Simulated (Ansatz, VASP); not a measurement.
# MgH2 in VASP and in Ansatz

Contents of INCAR:

```
SYSTEM = MgH2
PREC     = Accurate       ! precision mode
ENCUT    = 520            ! plane-wave cutoff, eV
EDIFF    = 1E-6           ! SCF threshold, eV
ISMEAR   = 0              ! smearing method
SIGMA    = 0.1            ! smearing width, eV
LREAL    = .FALSE.        ! projectors in reciprocal space
LASPH    = .TRUE.         ! aspherical terms in the spheres
NELM     = 80             ! most SCF steps
ALGO     = Normal         ! electronic algorithm
ISIF     = 2              ! what is computed and relaxed
LWAVE    = .FALSE.        ! write WAVECAR
LCHARG   = .FALSE.        ! write CHGCAR
GGA      = PS             ! functional
NBANDS   = 9              ! bands
```

The input KPOINTS:

```
regular mesh
0
G
  4 4 4
  0 0 0
```

File POSCAR:

```
MgH2
1.0
    0.0000000000      2.3810671667      2.3810671667
    2.3810671667      0.0000000000      2.3810671667
    2.3810671667      2.3810671667      0.0000000000
Mg H
1 2
Direct
    0.0000000000      0.0000000000      0.0000000000
    0.7500000000      0.7500000000      0.7500000000
    0.2500000000      0.2500000000      0.2500000000
```

Input for Ansatz:

```yaml
crystal:
  lattice:
    - [0.0, 2.3810671667, 2.3810671667]
    - [2.3810671667, 0.0, 2.3810671667]
    - [2.3810671667, 2.3810671667, 0.0]
  atoms:
    - { symbol: Mg, position: [0.0, 0.0, 0.0] }
    - { symbol: H, position: [0.75, 0.75, 0.75] }
    - { symbol: H, position: [0.25, 0.25, 0.25] }
basis:
  ecutwfc: 540
kpoints:
  mp_grid: { grid: [4, 4, 4] }
hamiltonian:
  xc: pbesol
scf:
  occupations: { method: gaussian, width: 0.1 }
  max_iter: 91
output:
  forces: true
  stress: true
  eigenvalues: true
```

Alike in both runs: task single point; functional PBEsol; k mesh 4 × 4 × 4; occupations gaussian, width 0.1 eV; no spin polarisation.

|  | VASP | Ansatz |
| --- | --- | --- |
| version | VASP 6.6.1 | Ansatz 0.2.0 |
| potentials or method | VASP PAW PBE potentials, release 64 (Mg, H), cutoff 520 eV | scalar-relativistic, plane waves, PAW |
| valence electrons in the cell | 4 | 12 |

|  | VASP | Ansatz | Ansatz less VASP |
| --- | --- | --- | --- |
| gap on the k mesh at the Fermi level (eV) | none | none | - |
| pressure (GPa) | -1.6 | -1.3 | +0.32 |

VASP's potentials were made for PBE, not for PBEsol. A gap of «none» marks a metal or a gap that the smearing closes. With one functional, cell and mesh, what is left measures potentials, basis and numerics. VASP's potentials hold 4 valence electrons a cell and Ansatz's 12, so a difference there can come from the potentials and not from the codes.

The k mesh is coarse, so the values compare programs but aren't converged.
